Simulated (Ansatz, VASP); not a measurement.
**Two plane-wave programs on AlN**

```
CELL_PARAMETERS angstrom
3.38070 0.00000 0.00000
-1.69035 2.92777 0.00000
0.00000 0.00000 4.34700
ATOMIC_POSITIONS crystal
Al 0.33333 0.66667 0.75000
Al 0.66667 0.33333 0.25000
N 0.33333 0.66667 0.25000
N 0.66667 0.33333 0.75000
```

Alike in both runs: task single point; functional PBEsol; k mesh 9 × 9 × 6; occupations gaussian, width 0.05 eV; no spin polarisation.

```csv
,VASP,Ansatz
version,VASP 6.6.1,Ansatz 0.2.0
potentials or method,"VASP PAW PBE potentials, release 64 (Al, N), cutoff 520 eV","scalar-relativistic, plane waves, PAW"
valence electrons in the cell,16,16
```

VASP gave:

- gap on the k mesh at the Fermi level (eV): 2.55
- least direct gap on the mesh (eV): 2.55
- pressure (GPa): -16.6
- traceless stress, the component that is largest in VASP (GPa): 0.31

What did Ansatz give for the same quantities?

gap on the k mesh at the Fermi level (eV): 2.54; least direct gap on the mesh (eV): 2.54; pressure (GPa): -16.5; traceless stress, the component that is largest in VASP (GPa): 0.32.

VASP's potentials were made for PBE, not for PBEsol, and Ansatz warns of the same on its side. The functional is the same, so the differences come from potentials, cutoffs and numerics.
